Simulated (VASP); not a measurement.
# Ga2AsP (P-4m2) in VASP: notebook

Runs on Ga2AsP. Level: PBEsol. Tasks: single point.

Program: VASP 6.6.1. These are calculated values, not measurements. Logs are shortened: lines on timing, memory, paths and dates and some standing lists are left out, and cuts for length are marked.

## 1. The cell of the first run

It takes space group P-4m2 (No. 115, tetragonal). The conventional cell has a = 3.846 Å, b = 3.846 Å, c = 5.638 Å, α = 90.00°, β = 90.00°, γ = 90.00°. Ga (site symmetry 2mm) has 2 P at 2.35 Å and 2 As at 2.41 Å within 3.1 Å. Within 3.2 Å of As (site symmetry -4m2) lie 4 Ga at 2.41 Å. P (site symmetry -4m2) has 4 Ga at 2.35 Å within 3.1 Å.

## 2. Single point, PBEsol

Input file INCAR:

```
PREC = Accurate ; ENCUT = 400
EDIFF = 1E-6 ; ISMEAR = -1
SIGMA = 0.05 ; LREAL = False
LASPH = True ; NELM = 120
ALGO = Normal ; ISIF = 2
LWAVE = False ; LCHARG = False
GGA = PS ; NBANDS = 26
GGA_COMPAT = False
```

Input file KPOINTS:

```
Automatic mesh
0
Gamma
  6 6 4
```

Input file POSCAR:

```
Ga2AsP
1.0
    2.7192440000      2.7192440000      0.0000000000
   -2.7192440000      2.7192440000      0.0000000000
    0.0000000000      0.0000000000      5.6380875051
Ga As P
2 1 1
Direct
    0.0000000000      0.0000000000      0.9997340000
    0.5000000000      0.5000000000      0.5174720000
    0.5000000000      0.0000000000      0.2586030000
    0.0000000000      0.5000000000      0.7586030000
```

Potentials or basis: VASP PAW PBE potentials, release 64 (Ga_d, As, P).

Launch:

```
$ cat potpaw_PBE.64/Ga_d/POTCAR potpaw_PBE.64/As/POTCAR potpaw_PBE.64/P/POTCAR > POTCAR
$ mpirun -np 1 vasp_std > vasp.out
```

OUTCAR:

```text
PREC = Accurate
   ENCUT = 400
   EDIFF = 1E-6
   ISMEAR = -1
   LREAL = False
   LASPH = True
   NELM = 120
   ISIF = 2
   GGA = PS

 ion  position               nearest neighbor table
   1  0.000  0.000  1.000-   4 2.35   4 2.35   3 2.41   3 2.41
   2  0.500  0.500  0.517-   4 2.35   4 2.35   3 2.41   3 2.41
   3  0.500  0.000  0.259-   2 2.41   2 2.41   1 2.41   1 2.41
   4  0.000  0.500  0.759-   1 2.35   1 2.35   2 2.35   2 2.35

  LATTYP: Found a simple tetragonal cell.
 ALAT       =     3.8455917442
 C/A-ratio  =     1.4661170192

  Lattice vectors:

 A1 = (   2.7192440000,   2.7192440000,   0.0000000000)
 A2 = (  -2.7192440000,   2.7192440000,   0.0000000000)
 A3 = (   0.0000000000,   0.0000000000,   5.6380875051)

Analysis of symmetry for initial positions (statically):
=====================================================================
 Subroutine PRICEL returns:
 Original cell was already a primitive cell.

 Routine SETGRP: Setting up the symmetry group for a
 simple tetragonal supercell.

 Subroutine GETGRP returns: Found  8 space group operations
 (whereof  4 operations were pure point group operations)
 out of a pool of 16 trial point group operations.

The static configuration has the point symmetry C_2v.
 The point group associated with its full space group is D_2d.

Analysis of symmetry for dynamics (positions and initial velocities):
=====================================================================
 Subroutine PRICEL returns:
 Original cell was already a primitive cell.

 Routine SETGRP: Setting up the symmetry group for a
 simple tetragonal supercell.

 Subroutine GETGRP returns: Found  8 space group operations
 (whereof  4 operations were pure point group operations)
 out of a pool of 16 trial point group operations.

The dynamic configuration has the point symmetry C_2v.
 The point group associated with its full space group is D_2d.

 Subroutine INISYM returns: Found  8 space group operations
 (whereof  4 operations are pure point group operations),
 and found     1 'primitive' translations

----------------------------------------------------------------------------------------

                                     Primitive cell

  volume of cell :      83.3793

  direct lattice vectors                    reciprocal lattice vectors
     2.719244000  2.719244000  0.000000000     0.183874636  0.183874636  0.000000000
    -2.719244000  2.719244000  0.000000000    -0.183874636  0.183874636  0.000000000
     0.000000000  0.000000000  5.638087505     0.000000000  0.000000000  0.177365108

  length of vectors
     3.845591744  3.845591744  5.638087505     0.260038004  0.260038004  0.177365108

  position of ions in fractional coordinates (direct lattice)
     0.000000000  0.000000000  0.999734000
     0.500000000  0.500000000  0.517472000
     0.500000000  0.000000000  0.258603000
     0.000000000  0.500000000  0.758603000

  ion indices of the primitive-cell ions
   primitive index   ion index
                 1           1
                 2           2
                 3           3
                 4           4

----------------------------------------------------------------------------------------

 KPOINTS: Automatic mesh

Automatic generation of k-mesh.
 Grid dimensions read from file:
 generate k-points for:    6    6    4

 Generating k-lattice:

  Cartesian coordinates                     Fractional coordinates (reciprocal lattice)
     0.030645773  0.030645773  0.000000000     0.166666667  0.000000000  0.000000000
    -0.030645773  0.030645773  0.000000000     0.000000000  0.166666667  0.000000000
     0.000000000  0.000000000  0.044341277     0.000000000  0.000000000  0.250000000

  Length of vectors
     0.043339667  0.043339667  0.044341277

  Shift w.r.t. Gamma in fractional coordinates (k-lattice)
     0.000000000  0.000000000  0.000000000

 Subroutine IBZKPT returns following result:
 ===========================================

 Found     30 irreducible k-points:

 Following reciprocal coordinates:
            Coordinates               Weight
  0.000000  0.000000  0.000000      1.000000
  0.166667  0.000000  0.000000      4.000000
  0.333333  0.000000  0.000000      4.000000
  0.500000  0.000000  0.000000      2.000000
  0.166667  0.166667  0.000000      4.000000
  0.333333  0.166667  0.000000      8.000000
[... 16 lines left out ...]
  0.333333  0.000000  0.500000      4.000000
  0.500000  0.000000  0.500000      2.000000
 [... further k-points ...]
   k-points           NKPTS =     30   k-points in BZ     NKDIM =     30   number of bands    NBANDS=     26
   number of dos      NEDOS =    301   number of ions     NIONS =      4
   total plane-waves  NPLWV =  31360
   dimension x,y,z NGX =    28 NGY =   28 NGZ =   40
   dimension x,y,z NGXF=    56 NGYF=   56 NGZF=   80
   ions per type =               2   1   1
   NGX,Y,Z   is equivalent  to a cutoff of  12.10, 12.10, 11.79 a.u.
   NGXF,Y,Z  is equivalent  to a cutoff of  24.21, 24.21, 23.59 a.u.
 SYSTEM =  unknown system
   PREC   = accura    normal or accurate (medium, high low for compatibility)
   ISTART =      0    job   : 0-new  1-cont  2-samecut
   ICHARG =      2    charge: 1-file 2-atom 10-const
   ISPIN  =      1    spin polarized calculation?
   LNONCOLLINEAR =      F non collinear calculations
   LSORBIT =      F    spin-orbit coupling
   LASPH  =      T    aspherical Exc in radial PAW
   ENCUT  =  400.0 eV  29.40 Ry    5.42 a.u.   6.27  6.27  9.19*2*pi/ulx,y,z
   NELM   =    120;   NELMIN=  2; NELMDL= -5     # of ELM steps
   EDIFF  = 0.1E-05   stopping-criterion for ELM
   LREAL  =      F    real-space projection
   EDIFFG = 0.1E-04   stopping-criterion for IOM
   NSW    =      0    number of steps for IOM
   IBRION =     -1    ionic relax: 0-MD 1-quasi-New 2-CG
   NFREE  =      0    steps in history (QN), initial steepest desc. (CG)
   ISIF   =      2    stress and relaxation
   ISYM   =      2    0-nonsym 1-usesym 2-fastsym
   POTIM  = 0.5000    time-step for ionic-motion
   TEBEG  =    0.0;   TEEND  =   0.0 temperature during run
   PSTRESS=    0.0 pullay stress
   NELECT =      36.0000    total number of electrons
   NUPDOWN=      -1.0000    fix difference up-down
   EMIN   =  10.00;   EMAX   =-10.00  energy-range for DOS
   EFERMI =   0.00;   METHOD = LEGACY
   ISMEAR =    -1;   SIGMA  =   0.05  broadening in eV -4-tet -1-fermi 0-gaus
   EFERMI_NEDOS =   21; number of points for ismear=-14 and -15
   IALGO  =     38    algorithm
   IMIX   =      4    mixing-type and parameters
     AMIX     =   0.40;   BMIX     =  1.00
     AMIX_MAG =   1.60;   BMIX_MAG =  1.00
  volume/ion in A,a.u.               =      20.84       140.67
  Fermi-wavevector in a.u.,A,eV,Ry     =   1.237342  2.338237 20.830713  1.531014
  Thomas-Fermi vector in A             =   2.371913
   LORBIT       =      0    0 simple, 1 ext, 2 COOP (PROOUT), +10 PAW based schemes
   GGA     = PS    functional components
   LHFCALC =     F    Hartree Fock is set to
   AEXX    =    0.0000 exact exchange contribution
   IVDW    =     0    specifies the selected vdW correction
   LEPSILON=     F    determine dielectric tensor
   LRPA    =     F    only Hartree local field effects (RPA)
 non-spin polarized calculation
  energy-cutoff  :      400.00
  volume of cell :       83.38
 maximum number of plane-waves:      1544
 NGX is ok and might be reduce to    28
   NGX = 13   NGY = 13   NGZ = 19

 number of electron      36.0000009 magnetization

 Free energy of the ion-electron system (eV)
  ---------------------------------------------------
  ext. energy  EPLUGINS =         0.00000000
  ---------------------------------------------------
  free energy    TOTEN  =       -18.93482930 eV

  energy without entropy =      -18.93482703  energy(sigma->0) =      -18.93482817

 E-fermi :   5.0262     XC(G=0): -10.0149

 val. band max:        4.5387061396   @ k =   0.0000   0.0000   0.0000
 cond. band min:       5.4679995957   @ k =   0.5000   0.5000   0.0000
 fundamental gap:      0.9292934560
 Fermi energy:         5.0261936613

 k-point     1 :       0.0000    0.0000    0.0000
  band No.  band energies     occupation
      1     -10.4081      2.00000
      2     -10.2894      2.00000
      3     -10.2806      2.00000
      4     -10.2806      2.00000
      5     -10.2201      2.00000
      6     -10.2201      2.00000
[... 18 lines left out ...]
     25      12.4644      0.00000
     26      14.0391      0.00000

 k-point     2 :       0.1667    0.0000    0.0000
  band No.  band energies     occupation
      1     -10.4010      2.00000
      2     -10.3011      2.00000
      3     -10.2817      2.00000
      4     -10.2763      2.00000
      5     -10.2313      2.00000
      6     -10.2239      2.00000
[... 18 lines left out ...]
     25      13.0694      0.00000
     26      13.4173      0.00000

 k-point     3 :       0.3333    0.0000    0.0000
  band No.  band energies     occupation
      1     -10.3868      2.00000
      2     -10.3398      2.00000
      3     -10.2682      2.00000
      4     -10.2649      2.00000
      5     -10.2471      2.00000
      6     -10.2347      2.00000
[... 18 lines left out ...]
     25      11.6099      0.00000
     26      12.0271      0.00000

 k-point     4 :       0.5000    0.0000    0.0000
  band No.  band energies     occupation
      1     -10.3725      2.00000
      2     -10.3668      2.00000
      3     -10.2621      2.00000
      4     -10.2539      2.00000
      5     -10.2497      2.00000
      6     -10.2497      2.00000
[... 18 lines left out ...]
     25      10.1992      0.00000
     26      10.6473      0.00000

 k-point     5 :       0.1667    0.1667    0.0000
  band No.  band energies     occupation
      1     -10.3961      2.00000
      2     -10.3222      2.00000
      3     -10.2734      2.00000
      4     -10.2670      2.00000
      5     -10.2388      2.00000
      6     -10.2256      2.00000
[... 18 lines left out ...]
     25      11.6943      0.00000
     26      11.9228      0.00000

 k-point     6 :       0.3333    0.1667    0.0000
  band No.  band energies     occupation
      1     -10.3892      2.00000
      2     -10.3561      2.00000
      3     -10.2587      2.00000
      4     -10.2541      2.00000
      5     -10.2475      2.00000
      6     -10.2301      2.00000
[... 427 lines left out ...]
 k-point    21 :       0.0000    0.0000    0.5000
  band No.  band energies     occupation
      1     -10.3610      2.00000
      2     -10.3556      2.00000
      3     -10.2551      2.00000
      4     -10.2551      2.00000
      5     -10.2471      2.00000
      6     -10.2471      2.00000
[... 18 lines left out ...]
     25      11.2681      0.00000
     26      11.2748      0.00000

 k-point    22 :       0.1667    0.0000    0.5000
  band No.  band energies     occupation
      1     -10.3599      2.00000
      2     -10.3577      2.00000
      3     -10.2616      2.00000
      4     -10.2558      2.00000
      5     -10.2537      2.00000
      6     -10.2492      2.00000
[... 18 lines left out ...]
     25      10.6008      0.00000
     26      10.6789      0.00000

 k-point    23 :       0.3333    0.0000    0.5000
  band No.  band energies     occupation
      1     -10.3699      2.00000
      2     -10.3648      2.00000
      3     -10.2666      2.00000
      4     -10.2588      2.00000
      5     -10.2573      2.00000
      6     -10.2534      2.00000
[... 18 lines left out ...]
     25      11.6947      0.00000
     26      12.4678      0.00000

 k-point    24 :       0.5000    0.0000    0.5000
  band No.  band energies     occupation
      1     -10.3785      2.00000
      2     -10.3704      2.00000
      3     -10.2663      2.00000
      4     -10.2586      2.00000
      5     -10.2581      2.00000
      6     -10.2561      2.00000
[... 18 lines left out ...]
     25      12.0926      0.00000
     26      12.5139      0.00000

 [... further k-points ...]

------------------------ aborting loop because EDIFF is reached ----------------------------------------

  FORCE on cell =-STRESS in cart. coord.  units (eV):
  Direction    XX          YY          ZZ          XY          YZ          ZX
  --------------------------------------------------------------------------------------
  -------------------------------------------------------------------------------------
  Total        1.3550975      1.3550975     -0.0823336      0.0000000      0.0000000      0.0000000
  in kB       26.0389199     26.0389199     -1.5820846      0.0000000      0.0000000      0.0000000
  external PRESSURE =      16.8319184 kB  Pullay stress =       0.0000000 kB

 VOLUME and BASIS-vectors are now :
 -----------------------------------------------------------------------------
  energy-cutoff  :      400.00
  volume of cell :       83.38
      direct lattice vectors                 reciprocal lattice vectors
     2.719244000  2.719244000  0.000000000     0.183874636  0.183874636  0.000000000
    -2.719244000  2.719244000  0.000000000    -0.183874636  0.183874636  0.000000000
     0.000000000  0.000000000  5.638087505     0.000000000  0.000000000  0.177365108

 POSITION                                       TOTAL-FORCE (eV/Angst)
 -----------------------------------------------------------------------------------
      0.00000      0.00000      5.63659         0.000000     -0.000000     -0.019095
      0.00000      2.71924      2.91755        -0.000000      0.000000      0.019095
      1.35962      1.35962      1.45803        -0.000000      0.000000     -0.000000
     -1.35962      1.35962      4.27707        -0.000000      0.000000     -0.000000
 -----------------------------------------------------------------------------------
    total drift:                               -0.000000      0.000000     -0.000090

  FREE ENERGIE OF THE ION-ELECTRON SYSTEM (eV)
  ---------------------------------------------------
  free  energy   TOTEN  =       -18.9348292991 eV

  energy  without entropy=      -18.9348270313  energy(sigma->0) =      -18.93482817
```

It took 36 s on 1 thread of Intel Xeon Platinum 8375C at 2.90GHz (Ice Lake), shared host; peak memory 0.19 GiB.

What came out:

```
Free energy            : -18.9348 eV
Pressure               : 1.7 GPa
Largest force          : 0.019 eV/Å
Band gap on the k mesh : 0.93 eV (least direct gap 1.14 eV)
```

Forces on the atoms (eV/Å):
```
Ga   0.000  0.000 -0.019
Ga   0.000  0.000  0.019
As   0.000  0.000  0.000
P    0.000  0.000  0.000
```

Stress tensor (GPa, compression positive):
```
 2.60  0.00  0.00
 0.00  2.60  0.00
 0.00  0.00 -0.16
```

Caveat: the PAW data sets were made with another functional, which shifts forces and pressure a little.

## 3. Single point, PBEsol

Input file INCAR:

```
SYSTEM = Ga2AsP
PREC = Accurate ; ENCUT = 400
EDIFF = 1E-6 ; ISMEAR = -1
SIGMA = 0.05 ; LREAL = .False.
LASPH = .True. ; NELM = 120
ALGO = Normal ; ISIF = 2
LWAVE = .False. ; LCHARG = .False.
GGA = PS ; NBANDS = 26
GGA_COMPAT = .False.
```

Input file KPOINTS:

```
regular mesh
0
Gamma
  6 6 4
  0 0 0
```

Input file POSCAR:

```
Ga2AsP
1.0
    2.7192440000      2.7192440000      0.0000000000
   -2.7192440000      2.7192440000      0.0000000000
    0.0000000000      0.0000000000      5.6323110000
Ga As P
2 1 1
Direct
    0.0000000000      0.0000000000      0.0000000000
    0.5000000000      0.5000000000      0.5172060000
    0.5000000000      0.0000000000      0.2586030000
    0.0000000000      0.5000000000      0.7586030000
```

Potentials or basis: VASP PAW PBE potentials, release 64 (Ga_d, As, P).

Launch:

```
$ cat potpaw_PBE.64/Ga_d/POTCAR potpaw_PBE.64/As/POTCAR potpaw_PBE.64/P/POTCAR > POTCAR
$ mpirun -np 1 vasp_std > vasp.out
```

Run time: 34 s. Hardware: 1 thread of Intel Xeon Platinum 8375C at 2.90GHz (Ice Lake), shared host; peak memory 0.2 GiB.

The run converged. Its results:

* Free energy: -18.9347 eV
* Pressure: 1.9 GPa
* Largest force: 0.043 eV/Å
* Band gap on the k mesh: 0.94 eV (least direct gap 1.15 eV)

Forces on the atoms (eV/Å):
```
Ga   0.000  0.000 -0.043
Ga   0.000  0.000  0.043
As   0.000  0.000  0.000
P    0.000  0.000  0.000
```

Stress tensor (GPa, compression positive):
```
2.77 0.00 0.00
0.00 2.77 0.00
0.00 0.00 0.09
```

Levels at points of the mesh, in eV from the valence-band top:
```csv
k point,band 16,band 17,band 18,band 19,band 20,band 21
"(0.00, 0.00, 0.00)",-0.26,0.00,0.00,1.15,1.47,1.68
"(0.50, 0.00, 0.00)",-3.75,-1.50,-0.91,2.76,3.29,5.34
"(0.50, 0.50, 0.00)",-2.99,-2.99,-2.84,0.94,1.41,1.41
"(0.00, 0.00, 0.50)",-2.02,-1.48,-1.48,1.84,2.18,3.36
"(0.50, 0.00, 0.50)",-1.44,-1.41,-0.81,1.14,1.24,4.15
"(0.50, 0.50, 0.50)",-3.83,-3.68,-3.64,4.27,4.36,4.45
```

Caveat: the PAW data sets were made with another functional, which shifts forces and pressure a little. A k mesh can miss the band edges.
